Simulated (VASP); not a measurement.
Set up this calculation in VASP 6.6.1, as the native input.

| Quantity | Value |
| --- | --- |
| Task | single point |
| Functional | PBEsol |
| Potentials or basis | VASP PAW PBE potentials, release 64 (Ti_sv, Al) |
| Cutoff | 520 eV |
| k mesh | 20 × 20 × 20 |
| Occupations | gaussian, width 0.15 eV |
| Spin | no spin polarisation |
| Dipole correction | no |
| Further INCAR settings | ALGO = Fast; EDIFF = 1e-06; NBANDS = 14 |

The structure of TiAl lies in POSCAR:

```
TiAl
1.0
    3.0617798551      0.0000000000      0.0000000000
    0.0000000000      3.0617798551      0.0000000000
    0.0000000000      0.0000000000      3.1564740774
Ti Al
1 1
Direct
    0.0000000000      0.0000000000      0.0000000000
    0.5000000000      0.5000000000      0.5000000000
```

This cell differs from its parent crystal: strain -0.030 along x and y, +0.000 along z.

These files were run (other wordings do the same):

INCAR

```
SYSTEM = TiAl
  PREC = Accurate
  ENCUT = 520
  EDIFF = 1E-6
  ISMEAR = 0
  SIGMA = 0.15
  LREAL = .FALSE.
  LASPH = .TRUE.
  NELM = 100
  ALGO = Fast
  ISIF = 2
  LWAVE = .FALSE.
  LCHARG = .FALSE.
  GGA = PS
  NBANDS = 14
```

KPOINTS

```
regular mesh
0
G
  20 20 20
  0 0 0
```

Potentials or basis: VASP PAW PBE potentials, release 64 (Ti_sv, Al).

The run is started by

```console
$ cat potpaw_PBE.64/Ti_sv/POTCAR potpaw_PBE.64/Al/POTCAR > POTCAR
$ mpirun -np 1 vasp_std > vasp.out
```

Results of the run:

```
Pressure               : 8.2 GPa
Band gap on the k mesh : zero (an odd number of electrons rules out a gap without spin polarisation)
```

Caveat: the cell differs from its parent crystal (strain -0.030 along x and y, +0.000 along z); the cell stands under pressure; the PAW data sets were made with another functional, which shifts forces and pressure a little.

It took 5.6 min on 1 thread of AMD EPYC 7R13 Processor (Zen 3), with other jobs on the host, peak memory 0.37 GiB.
